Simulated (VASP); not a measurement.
## Si2W: single point with r2SCAN

Crystal: Si2W.

```
CELL_PARAMETERS angstrom
-1.60698 1.60698 3.91564
1.60698 -1.60698 3.91564
1.60698 1.60698 -3.91564
ATOMIC_POSITIONS crystal
W 0.00000 0.00000 0.00000
Si 0.33491 0.33491 0.00000
Si 0.66509 0.66509 0.00000
```

* Program: VASP 6.6.1
* Task: single point
* Functional: r2SCAN
* Potentials or basis: VASP PAW PBE potentials, release 64 (W_sv, Si)
* Cutoff: 520 eV
* k mesh: 18 × 18 × 18
* Occupations: gaussian, width 0.05 eV
* Spin: no spin polarisation
* Dipole correction: no
* Further INCAR settings: ALGO = Normal; EDIFF = 1e-07; NBANDS = 18

```json
{
 "Pressure": "-1.0 GPa",
 "Largest force": "0.008 eV/Å",
 "Band gap on the k mesh": "zero (bands 11 and 12 overlap by 1.31 eV)"
}
```

Forces on the atoms (eV/Å):
```
W    0.000  0.000  0.000
Si   0.000  0.000 -0.008
Si   0.000  0.000  0.008
```

Stress tensor (GPa, compression positive):
```
-0.46  0.00  0.00
 0.00 -0.46  0.00
 0.00  0.00 -2.02
```

Levels at points of the mesh, in eV from the Fermi level:
```csv
k point,band 9,band 10,band 11,band 12,band 13,band 14
"(0.00, 0.00, 0.00)",-3.05,-3.05,0.57,2.99,3.16,3.16
"(0.50, 0.00, 0.00)",-3.02,-2.89,-0.51,2.91,2.96,4.13
"(0.50, 0.50, 0.00)",-5.33,-3.49,-2.03,2.99,3.25,3.38
"(0.50, 0.50, 0.50)",-0.97,-0.97,-0.56,-0.56,0.76,4.83
```

Run time: 42 min on 1 thread of Oxide Virtual Turin-like Processor (shared host), peak memory 0.45 GiB.

Caveat: the PAW data sets were made with another functional, which shifts forces and pressure a little; spin-orbit coupling is left out, which moves the levels of the heavy elements.
